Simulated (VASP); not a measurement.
# CuI (F-43m) in VASP: a series of runs

CuI is run at these levels: PBEsol+D4; tasks: single point, relaxation of cell and atoms.

Everything below comes from runs of VASP 6.6.1. Logs are shortened: lines on timing, memory, paths and dates and some standing lists are left out, and cuts for length are marked.

## 1. The cell of the first run

Symmetry: F-43m, No. 216, cubic system. Conventional cell: a = 5.486 Å, b = 5.486 Å, c = 5.486 Å, α = 90.00°, β = 90.00°, γ = 90.00°. Within 3.1 Å of Cu (site symmetry -43m) lie 4 I at 2.38 Å. I (site symmetry -43m) has 4 Cu at 2.38 Å within 3.1 Å.

## 2. Single point, PBEsol+D4

INCAR

```
SYSTEM = CuI
PREC = Accurate ; ENCUT = 520
EDIFF = 1E-6 ; ISMEAR = -1
SIGMA = 0.1 ; LREAL = .False.
LASPH = .True. ; NELM = 60
ALGO = Normal ; ISIF = 2
LWAVE = .False. ; LCHARG = .False.
GGA = PS ; IVDW = 13
NBANDS = 16
```

KPOINTS

```
regular mesh
0
Gamma
  6 6 6
  0 0 0
```

POSCAR

```
CuI
1.0
    0.0000000000      2.7429226331      2.7429226331
    2.7429226331      0.0000000000      2.7429226331
    2.7429226331      2.7429226331      0.0000000000
Cu I
1 1
Direct
    0.2500000000      0.2500000000      0.2500000000
    0.0000000000      0.0000000000      0.0000000000
```

Potentials or basis: VASP PAW PBE potentials, release 64 (Cu, I).

Command:

```console
$ cat potpaw_PBE.64/Cu/POTCAR potpaw_PBE.64/I/POTCAR > POTCAR
$ mpirun -np 1 vasp_std > vasp.out
```

OUTCAR:

```text
SYSTEM = CuI
   PREC = Accurate
   ENCUT = 520
   EDIFF = 1E-6
   ISMEAR = -1
   LREAL = .False.
   LASPH = .True.
   NELM = 60
   ISIF = 2
   GGA = PS
   IVDW = 13

 ion  position               nearest neighbor table
   1  0.250  0.250  0.250-   2 2.38   2 2.38   2 2.38   2 2.38
   2  0.000  0.000  0.000-   1 2.38   1 2.38   1 2.38   1 2.38

  LATTYP: Found a face centered cubic cell.
 ALAT       =     5.4858452662

  Lattice vectors:

 A1 = (   0.0000000000,   2.7429226331,   2.7429226331)
 A2 = (   2.7429226331,   0.0000000000,   2.7429226331)
 A3 = (   2.7429226331,   2.7429226331,   0.0000000000)

Analysis of symmetry for initial positions (statically):
=====================================================================
 Subroutine PRICEL returns:
 Original cell was already a primitive cell.

 Routine SETGRP: Setting up the symmetry group for a
 face centered cubic supercell.

 Subroutine GETGRP returns: Found 24 space group operations
 (whereof 24 operations were pure point group operations)
 out of a pool of 48 trial point group operations.

The static configuration has the point symmetry T_d .

Analysis of symmetry for dynamics (positions and initial velocities):
=====================================================================
 Subroutine PRICEL returns:
 Original cell was already a primitive cell.

 Routine SETGRP: Setting up the symmetry group for a
 face centered cubic supercell.

 Subroutine GETGRP returns: Found 24 space group operations
 (whereof 24 operations were pure point group operations)
 out of a pool of 48 trial point group operations.

The dynamic configuration has the point symmetry T_d .

 Subroutine INISYM returns: Found 24 space group operations
 (whereof 24 operations are pure point group operations),
 and found     1 'primitive' translations

----------------------------------------------------------------------------------------

                                     Primitive cell

  volume of cell :      41.2734

  direct lattice vectors                    reciprocal lattice vectors
     0.000000000  2.742922633  2.742922633    -0.182287314  0.182287314  0.182287314
     2.742922633  0.000000000  2.742922633     0.182287314 -0.182287314  0.182287314
     2.742922633  2.742922633  0.000000000     0.182287314  0.182287314 -0.182287314

  length of vectors
     3.879078388  3.879078388  3.879078388     0.315730890  0.315730890  0.315730890

  position of ions in fractional coordinates (direct lattice)
     0.250000000  0.250000000  0.250000000
     0.000000000  0.000000000  0.000000000

  ion indices of the primitive-cell ions
   primitive index   ion index
                 1           1
                 2           2

----------------------------------------------------------------------------------------

 KPOINTS: regular mesh

Automatic generation of k-mesh.
 Grid dimensions read from file:
 generate k-points for:    6    6    6

 Generating k-lattice:

  Cartesian coordinates                     Fractional coordinates (reciprocal lattice)
    -0.030381219  0.030381219  0.030381219     0.166666667  0.000000000  0.000000000
     0.030381219 -0.030381219  0.030381219     0.000000000  0.166666667  0.000000000
     0.030381219  0.030381219 -0.030381219     0.000000000  0.000000000  0.166666667

  Length of vectors
     0.052621815  0.052621815  0.052621815

  Shift w.r.t. Gamma in fractional coordinates (k-lattice)
     0.000000000  0.000000000  0.000000000

 Subroutine IBZKPT returns following result:
 ===========================================

 Found     16 irreducible k-points:

 Following reciprocal coordinates:
            Coordinates               Weight
  0.000000  0.000000  0.000000      1.000000
  0.166667  0.000000  0.000000      8.000000
  0.333333  0.000000  0.000000      8.000000
  0.500000  0.000000  0.000000      4.000000
  0.166667  0.166667  0.000000      6.000000
  0.333333  0.166667  0.000000     24.000000
[... 8 lines left out ...]
 -0.333333  0.333333  0.166667     24.000000
 -0.333333  0.500000  0.166667     12.000000
   k-points           NKPTS =     16   k-points in BZ     NKDIM =     16   number of bands    NBANDS=     16
   number of dos      NEDOS =    301   number of ions     NIONS =      2
   total plane-waves  NPLWV =  27000
   dimension x,y,z NGX =    30 NGY =   30 NGZ =   30
   dimension x,y,z NGXF=    60 NGYF=   60 NGZF=   60
   ions per type =               1   1
   NGX,Y,Z   is equivalent  to a cutoff of  12.86, 12.86, 12.86 a.u.
   NGXF,Y,Z  is equivalent  to a cutoff of  25.71, 25.71, 25.71 a.u.
 SYSTEM =  CuI
   PREC   = accura    normal or accurate (medium, high low for compatibility)
   ISTART =      0    job   : 0-new  1-cont  2-samecut
   ICHARG =      2    charge: 1-file 2-atom 10-const
   ISPIN  =      1    spin polarized calculation?
   LNONCOLLINEAR =      F non collinear calculations
   LSORBIT =      F    spin-orbit coupling
   LASPH  =      T    aspherical Exc in radial PAW
   ENCUT  =  520.0 eV  38.22 Ry    6.18 a.u.   7.21  7.21  7.21*2*pi/ulx,y,z
   NELM   =     60;   NELMIN=  2; NELMDL= -5     # of ELM steps
   EDIFF  = 0.1E-05   stopping-criterion for ELM
   LREAL  =      F    real-space projection
[... 7 lines left out ...]
   TEBEG  =    0.0;   TEEND  =   0.0 temperature during run
   PSTRESS=    0.0 pullay stress
   NELECT =      18.0000    total number of electrons
   NUPDOWN=      -1.0000    fix difference up-down
   EMIN   =  10.00;   EMAX   =-10.00  energy-range for DOS
   EFERMI =   0.00;   METHOD = LEGACY
   ISMEAR =    -1;   SIGMA  =   0.10  broadening in eV -4-tet -1-fermi 0-gaus
   EFERMI_NEDOS =   21; number of points for ismear=-14 and -15
   IALGO  =     38    algorithm
   IMIX   =      4    mixing-type and parameters
     AMIX     =   0.40;   BMIX     =  1.00
     AMIX_MAG =   1.60;   BMIX_MAG =  1.00
  volume/ion in A,a.u.               =      20.64       139.26
  Fermi-wavevector in a.u.,A,eV,Ry     =   1.241487  2.346070 20.970517  1.541289
  Thomas-Fermi vector in A             =   2.375882
   LORBIT       =      0    0 simple, 1 ext, 2 COOP (PROOUT), +10 PAW based schemes
   GGA     = PS    functional components
   LHFCALC =     F    Hartree Fock is set to
   AEXX    =    0.0000 exact exchange contribution
   IVDW    =    13    specifies the selected vdW correction
   LEPSILON=     F    determine dielectric tensor
   LRPA    =     F    only Hartree local field effects (RPA)
 non-spin polarized calculation
  energy-cutoff  :      520.00
  volume of cell :       41.27
 maximum number of plane-waves:      1139
 NGX is ok and might be reduce to    30
   NGX = 15   NGY = 15   NGZ = 15

 number of electron      17.9999991 magnetization

 Free energy of the ion-electron system (eV)
  ---------------------------------------------------
  ext. energy  EPLUGINS =         0.00000000
  ---------------------------------------------------
  free energy    TOTEN  =        -5.71069960 eV

  energy without entropy =       -5.71069342  energy(sigma->0) =       -5.71069651

 E-fermi :   9.0809     XC(G=0): -10.5762

 val. band max:        8.1492967847   @ k =   0.0000   0.0000   0.0000
 cond. band min:      10.0375920429   @ k =   0.5000   0.5000   0.0000
 fundamental gap:      1.8882952583
 Fermi energy:         9.0808562857

 k-point     1 :       0.0000    0.0000    0.0000
  band No.  band energies     occupation
      1      -7.9055      2.00000
      2       2.7514      2.00000
      3       2.7514      2.00000
      4       2.7514      2.00000
      5       4.6227      2.00000
      6       4.6227      2.00000
[... 8 lines left out ...]
     15      18.2661      0.00000
     16      18.2661      0.00000

 k-point     2 :       0.1667    0.0000    0.0000
  band No.  band energies     occupation
      1      -7.6673      2.00000
      2       2.2416      2.00000
      3       2.7881      2.00000
      4       2.7881      2.00000
      5       4.6036      2.00000
      6       4.6036      2.00000
[... 8 lines left out ...]
     15      16.9340      0.00000
     16      17.2197      0.00000

 k-point     3 :       0.3333    0.0000    0.0000
  band No.  band energies     occupation
      1      -7.1086      2.00000
      2       1.0356      2.00000
      3       2.8455      2.00000
      4       2.8455      2.00000
      5       4.6179      2.00000
      6       4.6179      2.00000
[... 8 lines left out ...]
     15      17.6763      0.00000
     16      17.6763      0.00000

 k-point     4 :       0.5000    0.0000    0.0000
  band No.  band energies     occupation
      1      -6.7684      2.00000
      2       0.3432      2.00000
      3       2.8639      2.00000
      4       2.8639      2.00000
      5       4.6630      2.00000
      6       4.6630      2.00000
[... 8 lines left out ...]
     15      19.8241      0.00000
     16      19.8241      0.00000

 k-point     5 :       0.1667    0.1667    0.0000
  band No.  band energies     occupation
      1      -7.5872      2.00000
      2       2.1917      2.00000
      3       2.7676      2.00000
      4       2.7676      2.00000
      5       4.5255      2.00000
      6       4.6541      2.00000
[... 8 lines left out ...]
     15      18.5651      0.00000
     16      18.7930      0.00000

 k-point     6 :       0.3333    0.1667    0.0000
  band No.  band energies     occupation
      1      -7.1279      2.00000
      2       1.3925      2.00000
      3       2.7167      2.00000
      4       2.8139      2.00000
      5       4.4945      2.00000
      6       4.6771      2.00000
[... 8 lines left out ...]
     15      18.8352      0.00000
     16      18.9062      0.00000
[... 115 lines left out ...]
 k-point    13 :       0.5000    0.5000    0.0000
  band No.  band energies     occupation
      1      -6.3650      2.00000
      2       0.4063      2.00000
      3       2.9122      2.00000
      4       2.9122      2.00000
      5       4.4919      2.00000
      6       4.7495      2.00000
[... 8 lines left out ...]
     15      20.2173      0.00000
     16      21.3464      0.00000

 k-point    14 :       0.5000    0.3333    0.1667
  band No.  band energies     occupation
      1      -6.7063      2.00000
      2       1.0549      2.00000
      3       2.2746      2.00000
      4       2.8675      2.00000
      5       4.5041      2.00000
      6       4.6466      2.00000
[... 8 lines left out ...]
     15      20.0298      0.00000
     16      21.3877      0.00000

 k-point    15 :      -0.3333    0.3333    0.1667
  band No.  band energies     occupation
      1      -6.4664      2.00000
      2       0.9996      2.00000
      3       1.8384      2.00000
      4       2.8556      2.00000
      5       4.4407      2.00000
      6       4.6167      2.00000
[... 8 lines left out ...]
     15      20.2778      0.00000
     16      21.2078      0.00000

 k-point    16 :      -0.3333    0.5000    0.1667
  band No.  band energies     occupation
      1      -6.3567      2.00000
      2       0.8477      2.00000
      3       2.0835      2.00000
      4       2.8086      2.00000
      5       4.4394      2.00000
      6       4.5640      2.00000
[... 8 lines left out ...]
     15      21.0151      0.00000
     16      21.5348      0.00000

------------------------ aborting loop because EDIFF is reached ----------------------------------------

  DFT-D4 for vdW energy calculation

  Edisp (eV):   -0.56141

  FORCE on cell =-STRESS in cart. coord.  units (eV):
  Direction    XX          YY          ZZ          XY          YZ          ZX
  --------------------------------------------------------------------------------------
  -------------------------------------------------------------------------------------
  Total       5.26811     5.26811     5.26811    -0.00000     0.00000     0.00000
  in kB     204.50086   204.50086   204.50086    -0.00000     0.00000     0.00000
  external pressure =      204.50 kB  Pullay stress =        0.00 kB

 VOLUME and BASIS-vectors are now :
 -----------------------------------------------------------------------------
  energy-cutoff  :      520.00
  volume of cell :       41.27
      direct lattice vectors                 reciprocal lattice vectors
     0.000000000  2.742922633  2.742922633    -0.182287314  0.182287314  0.182287314
     2.742922633  0.000000000  2.742922633     0.182287314 -0.182287314  0.182287314
     2.742922633  2.742922633  0.000000000     0.182287314  0.182287314 -0.182287314

 POSITION                                       TOTAL-FORCE (eV/Angst)
 -----------------------------------------------------------------------------------
      1.37146      1.37146      1.37146        -0.000000     -0.000000     -0.000000
      0.00000      0.00000      0.00000         0.000000      0.000000      0.000000
 -----------------------------------------------------------------------------------
    total drift:                                0.000000      0.000000      0.000001

  FREE ENERGIE OF THE ION-ELECTRON SYSTEM (eV)
  ---------------------------------------------------
  free  energy   TOTEN  =        -6.2721084333 eV

  energy  without entropy=       -6.2721022514  energy(sigma->0) =       -6.27210534
```

Wall time 24 s (1 thread of Intel Xeon 8259CL, shared host); peak memory 0.17 GiB.

What came out:

* Free energy: -6.2721 eV
* Pressure: 20.5 GPa
* Band gap on the k mesh: 1.89 eV (least direct gap 2.00 eV)
* Dispersion energy per atom: -0.281 eV

Caveat: the cell stands under pressure; the PAW data sets were made with another functional, which shifts forces and pressure a little; spin-orbit coupling is left out, which moves the levels of the heavy elements.

## 3. Relaxation of cell and atoms, PBEsol+D4, target pressure 20 GPa, at which the enthalpy is minimised

This run uses another cell than the first one, of 27.86 Å³/atom.

INCAR

```
SYSTEM = CuI
PREC = Accurate
ENCUT = 600
EDIFF = 1E-6
ISMEAR = -1
SIGMA = 0.1
LREAL = .FALSE.
LASPH = .TRUE.
NELM = 80
ALGO = Normal
ISIF = 3
LWAVE = .FALSE.
LCHARG = .FALSE.
GGA = PS
IVDW = 13
IBRION = 2
NSW = 80
EDIFFG = -0.01
PSTRESS = 200.0
```

KPOINTS

```
Automatic mesh
0
G
  6 6 6
  0 0 0
```

POSCAR

```
CuI
1.0
    0.0000000000      3.0315000000      3.0315000000
    3.0315000000      0.0000000000      3.0315000000
    3.0315000000      3.0315000000      0.0000000000
Cu I
1 1
Direct
    0.2500000000      0.2500000000      0.2500000000
    0.0000000000      0.0000000000      0.0000000000
```

Potentials or basis: VASP PAW PBE potentials, release 64 (Cu, I).

Command:

```console
$ cat potpaw_PBE.64/Cu/POTCAR potpaw_PBE.64/I/POTCAR > POTCAR
$ mpirun -np 1 vasp_std > vasp.out
```

Wall time 2.8 min (1 thread of Intel Xeon 8259CL, shared host); peak memory 0.22 GiB.

It converged, with:

```yaml
Free_energy: -6.2763 eV
Relaxed_volume: 20.64 Å³/atom
Relaxed_cell: a = 3.879 Å, b = 3.879 Å, c = 3.879 Å, α = 60.00°, β = 60.00°, γ = 60.00°
Space_group_after_relaxing_to_0.1_Å: F-43m (No. 216)
Energy_change_on_relaxing_the_run_minimises_the_enthalpy: +222.3 meV/atom
Ionic_steps: 7
Pressure_after_relaxing: 20.0 GPa
Band_gap_on_the_k_mesh: 1.89 eV (least direct gap 2.00 eV)
Dispersion_energy_per_atom: -0.281 eV
```

The path:
| step | energy change (eV) | largest force (eV/Å) | pressure (GPa) | volume (Å³) |
| --- | --- | --- | --- | --- |
| 1 | 0.0000 | 0.0000 | -3.56 | 55.72 |
| 2 | 5.1422 | 0.0000 | 130.10 | 28.78 |
| 3 | 0.3185 | 0.0000 | 16.54 | 42.40 |
| 4 | 0.3925 | 0.0000 | 18.50 | 41.72 |
| 5 | 0.4521 | 0.0000 | 20.20 | 41.22 |
| 6 | 0.4348 | 0.0000 | 19.77 | 41.36 |
| 7 | 0.4446 | 0.0000 | 19.98 | 41.28 |

Final structure:
```
Cu I
1.0
     0.00000    2.74317    2.74317
     2.74317    0.00000    2.74317
     2.74317    2.74317    0.00000
Cu I
1 1
Direct
  0.25000 0.25000 0.25000
  0.00000 0.00000 0.00000
```

Levels at points of the mesh, in eV from the valence-band top:
| k point | band 7 | band 8 | band 9 | band 10 | band 11 | band 12 |
| --- | --- | --- | --- | --- | --- | --- |
| (0.00, 0.00, 0.00) | 0.00 | 0.00 | 0.00 | 2.00 | 4.38 | 4.38 |
| (0.50, 0.00, 0.00) | -3.40 | -1.33 | -1.33 | 2.30 | 5.03 | 5.03 |
| (0.50, 0.50, 0.00) | -3.36 | -2.90 | -2.90 | 1.89 | 2.41 | 11.34 |

Caveat: the cell is relaxed towards a set pressure, so the run minimises the enthalpy, not the energy; the volume moved by over 15 % at a fixed basis, so the end points are rough; the PAW data sets were made with another functional, which shifts forces and pressure a little; spin-orbit coupling is left out, which moves the levels of the heavy elements.
